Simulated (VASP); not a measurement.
# ZrB2 (P6/mmm) in VASP: further runs

ZrB2 is run at these levels: LDA; tasks: single point.

All numbers are computed with VASP 6.6.1; they aren't measurements. Logs are shortened: lines on timing, memory, paths and dates and some standing lists are left out, and cuts for length are marked.

## (1) The cell of the first run

It takes space group P6/mmm (No. 191, hexagonal). Conventional cell: a = 3.226 Å, b = 3.226 Å, c = 3.663 Å, α = 90.00°, β = 90.00°, γ = 120.00°. Within 3.4 Å of Zr (site symmetry 6/mmm) lie 12 B at 2.61 Å and 6 Zr at 3.23 Å. Within 2.5 Å of B (site symmetry -6m2) lie 3 B at 1.86 Å.

## (2) Single point, LDA

INCAR

```
SYSTEM = ZrB2
ALGO = Normal
EDIFF = 1E-7
ENCUT = 520
GGA = CA
ISIF = 2
ISMEAR = 0
LASPH = .TRUE.
LCHARG = .FALSE.
LREAL = .FALSE.
LWAVE = .FALSE.
NBANDS = 16
NELM = 80
PREC = Accurate
SIGMA = 0.15
```

KPOINTS

```
k-points
0
G
  15 15 12
  0 0 0
```

POSCAR

```
ZrB2
1.0
    3.2265000000      0.0000000000      0.0000000000
   -1.6132500000      2.7942309653      0.0000000000
    0.0000000000      0.0000000000      3.6633000000
Zr B
1 2
Direct
    0.0000000000      0.0000000000      0.0000000000
    0.3333333333      0.6666666667      0.5000000000
    0.6666666667      0.3333333333      0.5000000000
```

Potentials or basis: VASP PAW LDA potentials, release 64 (Zr_sv, B).

On the command line:

```
$ cat potpaw_LDA.64/Zr_sv/POTCAR potpaw_LDA.64/B/POTCAR > POTCAR
$ mpirun -np 1 vasp_std > vasp.out
```

OUTCAR:

```text
SYSTEM = ZrB2
   EDIFF = 1E-7
   ENCUT = 520
   GGA = CA
   ISIF = 2
   ISMEAR = 0
   LASPH = .TRUE.
   LREAL = .FALSE.
   NELM = 80
   PREC = Accurate

 ion  position               nearest neighbor table
   1  0.000  0.000  0.000-   2 2.61   3 2.61   2 2.61   3 2.61   2 2.61   2 2.61   3 2.61   3 2.61
                             3 2.61   3 2.61   2 2.61   2 2.61
   2  0.333  0.667  0.500-   3 1.86   3 1.86   3 1.86   1 2.61   1 2.61   1 2.61   1 2.61   1 2.61
                             1 2.61
   3  0.667  0.333  0.500-   2 1.86   2 1.86   2 1.86   1 2.61   1 2.61   1 2.61   1 2.61   1 2.61
                             1 2.61

  LATTYP: Found a hexagonal cell.
 ALAT       =     3.2265000000
 C/A-ratio  =     1.1353788935

  Lattice vectors:

 A1 = (   3.2265000000,   0.0000000000,   0.0000000000)
 A2 = (  -1.6132500000,   2.7942309653,   0.0000000000)
 A3 = (   0.0000000000,   0.0000000000,   3.6633000000)

Analysis of symmetry for initial positions (statically):
=====================================================================
 Subroutine PRICEL returns:
 Original cell was already a primitive cell.

 Routine SETGRP: Setting up the symmetry group for a
 hexagonal supercell.

 Subroutine GETGRP returns: Found 24 space group operations
 (whereof 24 operations were pure point group operations)
 out of a pool of 24 trial point group operations.

The static configuration has the point symmetry D_6h.

Analysis of symmetry for dynamics (positions and initial velocities):
=====================================================================
 Subroutine PRICEL returns:
 Original cell was already a primitive cell.

 Routine SETGRP: Setting up the symmetry group for a
 hexagonal supercell.

 Subroutine GETGRP returns: Found 24 space group operations
 (whereof 24 operations were pure point group operations)
 out of a pool of 24 trial point group operations.

The dynamic configuration has the point symmetry D_6h.

 Subroutine INISYM returns: Found 24 space group operations
 (whereof 24 operations are pure point group operations),
 and found     1 'primitive' translations

----------------------------------------------------------------------------------------

                                     Primitive cell

  volume of cell :      33.0268

  direct lattice vectors                    reciprocal lattice vectors
     3.226500000  0.000000000  0.000000000     0.309933364  0.178940111  0.000000000
    -1.613250000  2.794230965  0.000000000     0.000000000  0.357880223  0.000000000
     0.000000000  0.000000000  3.663300000     0.000000000  0.000000000  0.272977916

  length of vectors
     3.226500000  3.226500000  3.663300000     0.357880223  0.357880223  0.272977916

  position of ions in fractional coordinates (direct lattice)
     0.000000000  0.000000000  0.000000000
     0.333333333  0.666666667  0.500000000
     0.666666667  0.333333333  0.500000000

  ion indices of the primitive-cell ions
   primitive index   ion index
                 1           1
                 2           2
                 3           3

----------------------------------------------------------------------------------------

 KPOINTS: k-points

Automatic generation of k-mesh.
 Grid dimensions read from file:
 generate k-points for:   15   15   12

 Generating k-lattice:

  Cartesian coordinates                     Fractional coordinates (reciprocal lattice)
     0.020662224  0.011929341  0.000000000     0.066666667 -0.000000000  0.000000000
     0.000000000  0.023858682  0.000000000     0.000000000  0.066666667  0.000000000
     0.000000000  0.000000000  0.022748160     0.000000000  0.000000000  0.083333333

  Length of vectors
     0.023858682  0.023858682  0.022748160

  Shift w.r.t. Gamma in fractional coordinates (k-lattice)
     0.000000000  0.000000000  0.000000000

 Subroutine IBZKPT returns following result:
 ===========================================

 Found    189 irreducible k-points:

 Following reciprocal coordinates:
            Coordinates               Weight
  0.000000  0.000000  0.000000      1.000000
  0.066667  0.000000  0.000000      6.000000
  0.133333 -0.000000  0.000000      6.000000
  0.200000 -0.000000  0.000000      6.000000
  0.266667 -0.000000  0.000000      6.000000
  0.333333 -0.000000  0.000000      6.000000
[... 16 lines left out ...]
  0.333333  0.200000  0.000000     12.000000
  0.400000  0.200000  0.000000      6.000000
 [... further k-points ...]
   k-points           NKPTS =    189   k-points in BZ     NKDIM =    189   number of bands    NBANDS=     16
   number of dos      NEDOS =    301   number of ions     NIONS =      3
   total plane-waves  NPLWV =  16128
   dimension x,y,z NGX =    24 NGY =   24 NGZ =   28
   dimension x,y,z NGXF=    48 NGYF=   48 NGZF=   56
   ions per type =               1   2
   NGX,Y,Z   is equivalent  to a cutoff of  12.37, 12.37, 12.71 a.u.
   NGXF,Y,Z  is equivalent  to a cutoff of  24.73, 24.73, 25.41 a.u.
 SYSTEM =  ZrB2
   PREC   = accura    normal or accurate (medium, high low for compatibility)
   ISTART =      0    job   : 0-new  1-cont  2-samecut
   ICHARG =      2    charge: 1-file 2-atom 10-const
   ISPIN  =      1    spin polarized calculation?
   LNONCOLLINEAR =      F non collinear calculations
   LSORBIT =      F    spin-orbit coupling
   LASPH  =      T    aspherical Exc in radial PAW
   ENCUT  =  520.0 eV  38.22 Ry    6.18 a.u.   6.00  6.00  6.81*2*pi/ulx,y,z
   NELM   =     80;   NELMIN=  2; NELMDL= -5     # of ELM steps
   EDIFF  = 0.1E-06   stopping-criterion for ELM
   LREAL  =      F    real-space projection
   EDIFFG = 0.1E-05   stopping-criterion for IOM
   NSW    =      0    number of steps for IOM
   IBRION =     -1    ionic relax: 0-MD 1-quasi-New 2-CG
   NFREE  =      0    steps in history (QN), initial steepest desc. (CG)
   ISIF   =      2    stress and relaxation
   ISYM   =      2    0-nonsym 1-usesym 2-fastsym
   POTIM  = 0.5000    time-step for ionic-motion
   TEBEG  =    0.0;   TEEND  =   0.0 temperature during run
   PSTRESS=    0.0 pullay stress
   NELECT =      18.0000    total number of electrons
   NUPDOWN=      -1.0000    fix difference up-down
   EMIN   =  10.00;   EMAX   =-10.00  energy-range for DOS
   EFERMI =   0.00;   METHOD = LEGACY
[... 42 lines left out ...]
  band No.  band energies     occupation
      1     -38.9330      2.00000
      2     -17.2457      2.00000
      3     -16.7433      2.00000
      4     -16.7433      2.00000
      5      -2.5756      2.00000
      6       7.1715      2.00000
[... 8 lines left out ...]
     15      14.6822      0.00000
     16      14.6822      0.00000

 k-point     2 :       0.0667    0.0000    0.0000
  band No.  band energies     occupation
      1     -38.9290      2.00000
      2     -17.2397      2.00000
      3     -16.7793      2.00000
      4     -16.7512      2.00000
      5      -2.4923      2.00000
      6       7.0409      2.00000
[... 8 lines left out ...]
     15      14.9373      0.00000
     16      15.2025      0.00000

 k-point     3 :       0.1333   -0.0000    0.0000
  band No.  band energies     occupation
      1     -38.9176      2.00000
      2     -17.2226      2.00000
      3     -16.8797      2.00000
      4     -16.7735      2.00000
      5      -2.2477      2.00000
      6       6.3740      2.00000
[... 8 lines left out ...]
     15      15.7384      0.00000
     16      16.2494      0.00000

 k-point     4 :       0.2000   -0.0000    0.0000
  band No.  band energies     occupation
      1     -38.9008      2.00000
      2     -17.1973      2.00000
      3     -17.0245      2.00000
      4     -16.8060      2.00000
      5      -1.8558      2.00000
      6       5.5019      2.00000
[... 8 lines left out ...]
     15      16.0110      0.00000
     16      16.9794      0.00000

 k-point     5 :       0.2667   -0.0000    0.0000
  band No.  band energies     occupation
      1     -38.8814      2.00000
      2     -17.1866      2.00000
      3     -17.1681      2.00000
      4     -16.8432      2.00000
      5      -1.3350      2.00000
      6       4.5516      2.00000
[... 8 lines left out ...]
     15      16.4242      0.00000
     16      18.3349      0.00000

 k-point     6 :       0.3333   -0.0000    0.0000
  band No.  band energies     occupation
      1     -38.8628      2.00000
      2     -17.3377      2.00000
      3     -17.1399      2.00000
      4     -16.8783      2.00000
      5      -0.7039      2.00000
      6       3.5845      2.00000
[... 8 lines left out ...]
     15      17.2281      0.00000
     16      18.8225      0.00000

 k-point     7 :       0.4000   -0.0000    0.0000
  band No.  band energies     occupation
      1     -38.8482      2.00000
      2     -17.4532      2.00000
      3     -17.1178      2.00000
      4     -16.9056      2.00000
      5       0.0199      2.00000
      6       2.6324      2.00000
[... 8 lines left out ...]
     15      18.0148      0.00000
     16      18.0806      0.00000

 k-point     8 :       0.4667    0.0000    0.0000
  band No.  band energies     occupation
      1     -38.8402      2.00000
      2     -17.5156      2.00000
      3     -17.1057      2.00000
      4     -16.9205      2.00000
      5       0.8124      2.00000
      6       1.7245      2.00000
[... 8 lines left out ...]
     15      16.9740      0.00000
     16      18.6650      0.00000

 k-point     9 :       0.0667    0.0667    0.0000
  band No.  band energies     occupation
      1     -38.9213      2.00000
      2     -17.2282      2.00000
      3     -16.8462      2.00000
      4     -16.7675      2.00000
      5      -2.3284      2.00000
      6       6.6009      2.00000
[... 8 lines left out ...]
     15      15.3642      0.00000
     16      15.9063      0.00000
[... 172 lines left out ...]
 k-point    19 :       0.3333    0.1333    0.0000
  band No.  band energies     occupation
      1     -38.8437      2.00000
      2     -17.4255      2.00000
      3     -17.1110      2.00000
      4     -16.9834      2.00000
      5       0.2304      2.00000
      6       2.7754      2.00000
[... 8 lines left out ...]
     15      17.7328      0.00000
     16      18.3527      0.00000

 k-point    20 :       0.4000    0.1333    0.0000
  band No.  band energies     occupation
      1     -38.8364      2.00000
      2     -17.4753      2.00000
      3     -17.0999      2.00000
      4     -17.0050      2.00000
      5       1.0252      2.00000
      6       1.8907      2.00000
[... 8 lines left out ...]
     15      17.7449      0.00000
     16      18.4154      0.00000

 k-point    21 :       0.2000    0.2000    0.0000
  band No.  band energies     occupation
      1     -38.8583      2.00000
      2     -17.3031      2.00000
      3     -17.1332      2.00000
      4     -16.9631      2.00000
      5      -0.5527      2.00000
      6       3.9471      2.00000
[... 8 lines left out ...]
     15      16.3713      0.00000
     16      18.1389      0.00000

 k-point    22 :       0.2667    0.2000    0.0000
  band No.  band energies     occupation
      1     -38.8445      2.00000
      2     -17.3733      2.00000
      3     -17.1124      2.00000
      4     -17.0309      2.00000
      5       0.1140      2.00000
      6       3.2928      2.00000
[... 8 lines left out ...]
     15      16.8642      0.00000
     16      18.7379      0.00000

 k-point    23 :       0.3333    0.2000    0.0000
  band No.  band energies     occupation
      1     -38.8352      2.00000
      2     -17.4171      2.00000
      3     -17.0982      2.00000
      4     -17.0803      2.00000
      5       0.8665      2.00000
      6       2.5117      2.00000
[... 8 lines left out ...]
     15      17.7916      0.00000
     16      18.7880      0.00000

 k-point    24 :       0.4000    0.2000    0.0000
  band No.  band energies     occupation
      1     -38.8319      2.00000
      2     -17.4318      2.00000
      3     -17.0984      2.00000
      4     -17.0932      2.00000
      5       1.6680      2.00000
      6       1.6907      2.00000
[... 8 lines left out ...]
     15      18.2471      0.00000
     16      18.6368      0.00000

 [... further k-points ...]
[... 5 lines left out ...]
  --------------------------------------------------------------------------------------
  -------------------------------------------------------------------------------------
  Total       -4.3321840     -4.3321840     -5.0334372      0.0000000      0.0000000     -0.0000000
  in kB     -210.1604631   -210.1604631   -244.1792648      0.0000000      0.0000000     -0.0000000
  external PRESSURE =    -221.5000637 kB  Pullay stress =       0.0000000 kB

 VOLUME and BASIS-vectors are now :
 -----------------------------------------------------------------------------
  energy-cutoff  :      520.00
  volume of cell :       33.03
      direct lattice vectors                 reciprocal lattice vectors
     3.226500000  0.000000000  0.000000000     0.309933364  0.178940111  0.000000000
    -1.613250000  2.794230965  0.000000000     0.000000000  0.357880223  0.000000000
     0.000000000  0.000000000  3.663300000     0.000000000  0.000000000  0.272977916

 POSITION                                       TOTAL-FORCE (eV/Angst)
 -----------------------------------------------------------------------------------
      0.00000      0.00000      0.00000        -0.000000      0.000000      0.000000
     -0.00000      1.86282      1.83165        -0.000000      0.000000      0.000000
      1.61325      0.93141      1.83165         0.000000     -0.000000      0.000000
 -----------------------------------------------------------------------------------
    total drift:                               -0.000000      0.000000     -0.000000

  FREE ENERGIE OF THE ION-ELECTRON SYSTEM (eV)
  ---------------------------------------------------
  free  energy   TOTEN  =       -27.2304699707 eV

  energy  without entropy=      -27.2277693816  energy(sigma->0) =      -27.22911968
```

Wall time 52 s (1 thread of Intel Xeon Platinum 8375C at 2.90GHz (Ice Lake), shared host); peak memory 0.2 GiB.

Results:

* Free energy: -27.2305 eV
* Pressure: -22.2 GPa
* Band gap on the k mesh: zero (band 9 reaches 10.26 eV, above the bottom of band 10 at 9.44 eV)

Stress tensor (GPa, compression positive):
```
-21.02   0.00   0.00
  0.00 -21.02   0.00
  0.00   0.00 -24.42
```

## (3) Single point, LDA

This run uses another cell than the first one, of 10.25 Å³/atom, 0.931 times its volume.

INCAR

```
PREC     = Accurate       # precision mode
ENCUT    = 520            # plane-wave cutoff, eV
EDIFF    = 1E-7           # SCF threshold, eV
ISMEAR   = 0              # smearing method
SIGMA    = 0.15           # smearing width, eV
LREAL    = F              # projectors in reciprocal space
LASPH    = T              # aspherical terms in the spheres
NELM     = 60             # most SCF steps
ALGO     = Normal         # electronic algorithm
ISIF     = 2              # what is computed and relaxed
LWAVE    = F              # write WAVECAR
LCHARG   = F              # write CHGCAR
GGA      = CA             # functional
NBANDS   = 16             # bands
```

KPOINTS

```
Automatic mesh
0
Gamma
  15 15 12
```

POSCAR

```
ZrB2
1.0
    3.1639000000      0.0000000000      0.0000000000
   -1.5819500000      2.7400177750      0.0000000000
    0.0000000000      0.0000000000      3.5470000000
Zr B
1 2
Direct
    0.0000000000      0.0000000000      0.0000000000
    0.3333333333      0.6666666667      0.5000000000
    0.6666666667      0.3333333333      0.5000000000
```

Potentials or basis: VASP PAW LDA potentials, release 64 (Zr_sv, B).

On the command line:

```
$ cat potpaw_LDA.64/Zr_sv/POTCAR potpaw_LDA.64/B/POTCAR > POTCAR
$ mpirun -np 1 vasp_std > vasp.out
```

It took 55 s on 1 thread of Intel Xeon 6975P-C (Granite Rapids), shared host; peak memory 0.2 GiB.

Results (log left out):

| Property | Result |
| --- | --- |
| Free energy | -27.4560 eV |
| Pressure | -8.3 GPa |
| Band gap on the k mesh | zero (band 9 reaches 11.26 eV, above the bottom of band 10 at 10.22 eV) |

Stress tensor (GPa, compression positive):
```
-7.83  0.00  0.00
 0.00 -7.83  0.00
 0.00  0.00 -9.25
```

Levels at points of the mesh, in eV from the Fermi level:
```csv
k point,band 5,band 6,band 7,band 8,band 9,band 10,band 11,band 12,band 13,band 14
"(0.00, 0.00, 0.00)",-12.55,-2.59,-2.56,-2.56,-2.32,3.39,3.39,4.12,4.12,5.11
"(0.00, 0.00, 0.50)",-10.51,-6.90,-0.91,-0.91,0.39,0.39,0.78,0.78,1.71,5.12
```

## (4) Single point, LDA

This run uses another cell than the first one, of 10.28 Å³/atom, 0.934 times its volume.

INCAR

```
PREC = Accurate ; ENCUT = 520
EDIFF = 1E-7 ; ISMEAR = 0
SIGMA = 0.15 ; LREAL = F
LASPH = T ; NELM = 100
ALGO = Normal ; ISIF = 2
LWAVE = F ; LCHARG = F
GGA = CA ; NBANDS = 16
```

KPOINTS is that of step 3.

POSCAR

```
ZrB2
1.0
    3.1952000000      0.0000000000      0.0000000000
   -1.5976000000      2.7671243702      0.0000000000
    0.0000000000      0.0000000000      3.4889014692
Zr B
1 2
Direct
    0.0000000000      0.0000000000      0.0000000000
    0.3333333333      0.6666666667      0.5000000000
    0.6666666667      0.3333333333      0.5000000000
```

On the command line:

```
$ cat potpaw_LDA.64/Zr_sv/POTCAR potpaw_LDA.64/B/POTCAR > POTCAR
$ mpirun -np 1 vasp_std > vasp.out
```

Run time: 58 s. Hardware: 1 thread of Intel Xeon 6975P-C (Granite Rapids), shared host; peak memory 0.19 GiB.

It converged, with:

```yaml
Free_energy: -27.4407 eV
Pressure: -9.3 GPa
Band_gap_on_the_k_mesh: zero (band 9 reaches 11.01 eV, above the bottom of band 10 at 10.20 eV)
```

Stress tensor (GPa, compression positive):
```
-11.77   0.00   0.00
  0.00 -11.77   0.00
  0.00   0.00  -4.49
```

Levels at points of the mesh, in eV from the Fermi level:
| k point | band 6 | band 7 | band 8 | band 9 | band 10 | band 11 | band 12 | band 13 |
| --- | --- | --- | --- | --- | --- | --- | --- | --- |
| (0.00, 0.00, 0.00) | -2.76 | -2.76 | -2.53 | -2.14 | 3.34 | 3.34 | 4.29 | 4.29 |
| (0.00, 0.00, 0.50) | -6.90 | -1.04 | -1.04 | 0.12 | 0.12 | 0.75 | 0.75 | 2.12 |

## (5) Single point, LDA

This run uses another cell than the first one, of 10.31 Å³/atom, 0.937 times its volume.

INCAR

```
SYSTEM = ZrB2
ALGO = Normal
EDIFF = 1E-6
ENCUT = 520
GGA = CA
ISIF = 2
ISMEAR = 0
LASPH = .True.
LCHARG = .True.
LELF = .True.
LREAL = .False.
LVHAR = .True.
LWAVE = .False.
NBANDS = 16
NELM = 80
PREC = Accurate
SIGMA = 0.15
```

KPOINTS

```
k-points
0
Gamma
  15 15 12
  0 0 0
```

POSCAR

```
ZrB2
1.0
    3.2265000000      0.0000000000      0.0000000000
   -1.6132500000      2.7942309653      0.0000000000
    0.0000000000      0.0000000000      3.4308000000
Zr B
1 2
Direct
    0.0000000000      0.0000000000      0.0000000000
    0.3333333333      0.6666666667      0.5000000000
    0.6666666667      0.3333333333      0.5000000000
```

On the command line:

```
$ cat potpaw_LDA.64/Zr_sv/POTCAR potpaw_LDA.64/B/POTCAR > POTCAR
$ mpirun -np 1 vasp_std > vasp.out
```

Wall time 50 s (1 thread of Intel Xeon 6975P-C (Granite Rapids), shared host); peak memory 0.2 GiB.

Results (log left out):

```yaml
Free_energy: -27.3963 eV
Pressure: -10.1 GPa
Band_gap_on_the_k_mesh: zero (band 9 reaches 10.88 eV, above the bottom of band 10 at 10.17 eV)
```

Stress tensor (GPa, compression positive):
```
-15.37   0.00   0.00
  0.00 -15.37   0.00
  0.00   0.00   0.33
```

Levels at points of the mesh, in eV from the Fermi level:
```tsv
k point	band 5	band 6	band 7	band 8	band 9	band 10	band 11	band 12	band 13	band 14
(0.00, 0.00, 0.00)	-12.49	-2.94	-2.94	-2.47	-1.93	3.32	3.32	4.29	4.49	4.49
(0.00, 0.00, 0.50)	-10.27	-6.88	-1.15	-1.15	-0.12	-0.12	0.73	0.73	2.56	4.55
```

## (6) Summary

```tsv
cell	gap on the mesh (eV)	pressure (GPa)
a = 3.227, b = 3.226, c = 3.663 Å, angles 90.0, 90.0, 120.0°, 3 atoms	none	-22.2
a = 3.164, b = 3.164, c = 3.547 Å, angles 90.0, 90.0, 120.0°, 3 atoms	none	-8.3
a = 3.195, b = 3.195, c = 3.489 Å, angles 90.0, 90.0, 120.0°, 3 atoms	none	-9.3
a = 3.227, b = 3.226, c = 3.431 Å, angles 90.0, 90.0, 120.0°, 3 atoms	none	-10.1
```

Alike in all rows: task single point; level LDA; potentials or basis VASP PAW LDA potentials, release 64 (Zr_sv, B); no spin polarisation; k mesh 15 × 15 × 12; cutoff (eV) 520; smearing gaussian 0.15 eV.

Total energies depend on the potentials used, so only differences within one code and one set of settings carry meaning.
